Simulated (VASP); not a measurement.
Here is a VASP 6.6.1 calculation.

The input INCAR:

```
PREC     = Accurate       # precision mode
ENCUT    = 600            # plane-wave cutoff, eV
EDIFF    = 1E-7           # SCF threshold, eV
ISMEAR   = 0              # smearing method
SIGMA    = 0.1            # smearing width, eV
LREAL    = Auto         
LASPH    = True           # aspherical terms in the spheres
NELM     = 100            # most SCF steps
ALGO     = Normal         # electronic algorithm
ISIF     = 3              # what is computed and relaxed
LWAVE    = False          # write WAVECAR
LCHARG   = False          # write CHGCAR
GGA      = PE             # functional
IBRION   = 2              # ionic algorithm
NSW      = 90             # ionic steps
EDIFFG   = -0.04          # ionic threshold
```

KPOINTS

```
Automatic mesh
0
Gamma
  4 4 4
```

POSCAR

```
TlGaPtC6N6
1.0
    0.0000000000      5.0720000000      5.0720000000
    5.0720000000      0.0000000000      5.0720000000
    5.0720000000      5.0720000000      0.0000000000
Tl Ga Pt C N
1 1 1 6 6
Direct
    0.7500000000      0.7500000000      0.7500000000
    0.5000000000      0.5000000000      0.5000000000
    0.0000000000      0.0000000000      0.0000000000
    0.8110212900      0.1889787100      0.1889787100
    0.1889787100      0.1889787100      0.8110212900
    0.8110212900      0.1889787100      0.8110212900
    0.1889787100      0.8110212900      0.8110212900
    0.8110212900      0.8110212900      0.1889787100
    0.1889787100      0.8110212900      0.1889787100
    0.6956821800      0.3043178200      0.3043178200
    0.3043178200      0.3043178200      0.6956821800
    0.6956821800      0.3043178200      0.6956821800
    0.3043178200      0.6956821800      0.6956821800
    0.6956821800      0.6956821800      0.3043178200
    0.3043178200      0.6956821800      0.3043178200
```

Potentials or basis: VASP PAW PBE potentials, release 64 (Tl_d, Ga_d, Pt, C, N).

The run is started by

```bash
$ cat potpaw_PBE.64/Tl_d/POTCAR potpaw_PBE.64/Ga_d/POTCAR potpaw_PBE.64/Pt/POTCAR potpaw_PBE.64/C/POTCAR potpaw_PBE.64/N/POTCAR > POTCAR
$ mpirun -np 1 vasp_std > vasp.out
```

Task: Estimate the band gap on the k mesh.

Result: Zero (bands 45 and 46 overlap by 0.17 eV).

Task: What does it give for the relaxed volume?

Result: 20.87 Å³/atom.

The path:
```csv
step,energy change (eV),largest force (eV/Å),pressure (GPa),volume (Å³)
1,0.0000,1.9740,9.28,260.96
2,-1.4024,4.9377,6.21,300.89
3,-1.4366,4.1562,6.47,295.50
4,-1.9528,0.8528,0.98,309.74
5,-1.9768,0.4269,-0.31,313.71
6,-1.9766,0.4914,-0.43,314.08
7,-1.9822,0.3825,-0.50,314.94
8,-1.9892,0.2561,-0.62,317.31
9,-1.9944,0.1924,-0.64,317.01
10,-2.0070,0.2423,-0.67,316.10
11,-2.0172,0.4642,-0.69,314.30
12,-2.0201,0.3586,-0.56,314.01
13,-2.0241,0.0711,-0.15,313.13
14,-2.0241,0.0459,-0.11,313.05
15,-2.0241,0.0536,-0.12,313.08
16,-2.0242,0.0456,-0.12,313.08
17,-2.0243,0.0215,-0.10,313.11
```

Caveat: the volume moved by over 15 % at a fixed basis, so the end points are rough; spin-orbit coupling is left out, which moves the levels of the heavy elements.
